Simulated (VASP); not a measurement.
A run of VASP 6.6.1:

POSCAR

```
TaN
1.0
    2.9217699809      0.0000000000      0.0000000000
   -1.4608849905      2.5303270275      0.0000000000
    0.0000000000      0.0000000000      5.9165150000
Ta N
2 2
Direct
    0.0000000000      0.0000000000      0.5000000000
    0.0000000000      0.0000000000      0.0000000000
    0.3333333333      0.6666666667      0.2500000000
    0.6666666667      0.3333333333      0.7500000000
```

Contents of INCAR.step1:

```
SYSTEM = TaN
PREC = Accurate
ENCUT = 520
EDIFF = 1E-6
ISMEAR = -1
SIGMA = 0.05
LREAL = .False.
LASPH = .True.
NELM = 120
ALGO = Normal
ISIF = 2
LWAVE = .False.
LCHARG = .True.
LMAXMIX = 4
GGA = PS
NBANDS = 26
GGA_COMPAT = .False.
NEDOS = 2001
LORBIT = 11
```

The input KPOINTS.step1:

```
Automatic mesh
0
Gamma
  6 6 3
  0 0 0
```

INCAR.step2

```
SYSTEM = TaN
PREC = Accurate
ENCUT = 520
EDIFF = 1E-6
ISMEAR = -5
SIGMA = 0.05
LREAL = .False.
LASPH = .True.
NELM = 120
ALGO = Normal
ISIF = 2
LWAVE = .False.
LCHARG = .False.
LMAXMIX = 4
GGA = PS
LORBIT = 10
NEDOS = 1001
ICHARG = 11
GGA_COMPAT = .False.
```

Contents of KPOINTS.step2:

```
Automatic mesh
0
Gamma
  9 9 5
  0 0 0
```

Potentials or basis: VASP PAW PBE potentials, release 64 (Ta_sv_GW, N).

Run with:

```console
$ cat potpaw_PBE.64/Ta_sv_GW/POTCAR potpaw_PBE.64/N/POTCAR > POTCAR
$ cp INCAR.step1 INCAR
$ cp KPOINTS.step1 KPOINTS
$ mpirun -np 1 vasp_std > vasp.out
$ cp INCAR.step2 INCAR
$ cp KPOINTS.step2 KPOINTS
$ mpirun -np 1 vasp_std > vasp.out
```

Hardware: 1 thread of Intel(R) Xeon(R) Platinum 8488C (Sapphire Rapids), on a shared host.

Problem. How long does it take, and how much memory?

Solution. Run time: 30 s on 1 thread of Intel(R) Xeon(R) Platinum 8488C (Sapphire Rapids), on a shared host, peak memory 0.18 GiB. Counts: k points 36.
